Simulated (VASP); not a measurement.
Wanted: the native input for a VASP 6.6.1 run.

```yaml
Task: single point
Functional: LDA
Potentials_or_basis: VASP PAW LDA potentials, release 64 (Fe, O)
Cutoff: 520 eV
k_mesh: 5 × 5 × 5
Occupations: gaussian, width 0.05 eV
Spin: collinear spin, antiferromagnetic start
Starting_moments: "[3.57, -3.57, 0.0, 0.0] μB"
Hubbard_terms: Fe d U = 3.0 eV
Dipole_correction: no
Further_INCAR_settings: ALGO = Normal; EDIFF = 1e-06; NBANDS = 26
```

The structure of FeO lies in POSCAR:

```
FeO
1.0
    3.5023808100      0.0000000000      0.0000000000
    0.0000000000      3.5023808100      0.0000000000
    0.0000000000      0.0000000000      4.3604723100
Fe O
2 2
Direct
    0.0000000000      0.5000000000      0.0000000000
    0.5000000000      0.0000000000      0.5000000000
    0.0000000000      0.0000000000      0.2500000000
    0.0000000000      0.0000000000      0.7500000000
```

These files were run (other wordings do the same):

INCAR

```
SYSTEM = FeO
PREC = Accurate
ENCUT = 520
EDIFF = 1E-6
ISMEAR = 0
SIGMA = 0.05
LREAL = .FALSE.
LASPH = .TRUE.
NELM = 150
ALGO = Normal
ISIF = 2
LWAVE = .FALSE.
LCHARG = .TRUE.
ISPIN = 2
MAGMOM = 3.57 -3.57 0 0
LORBIT = 11
LMAXMIX = 4
LDAU = .TRUE.
LDAUTYPE = 2
LDAUL = 2 -1
LDAUU = 3 0
LDAUJ = 0 0
LDAUPRINT = 1
LELF = .TRUE.
LVHAR = .TRUE.
NBANDS = 26
```

KPOINTS

```
regular mesh
0
G
  5 5 5
  0 0 0
```

Potentials or basis: VASP PAW LDA potentials, release 64 (Fe, O).

Run with:

```bash
$ cat potpaw_LDA.64/Fe/POTCAR potpaw_LDA.64/O/POTCAR > POTCAR
$ mpirun -np 1 vasp_std > vasp.out
```

Results of the run:

```json
{
 "Pressure": "-11.5 GPa",
 "Band gap on the k mesh": "zero (filled and empty bands overlap)",
 "Net moment": "0.00 μB per cell",
 "Site moments": "Fe +3.54, -3.54; O +0.00 μB",
 "Valence electrons inside the program's atomic spheres": "Fe 6.73; O 4.94"
}
```

Wall time 31 s on 1 thread of Intel(R) Xeon(R) 6975P-C (Granite Rapids), on a shared host, peak memory 0.17 GiB.
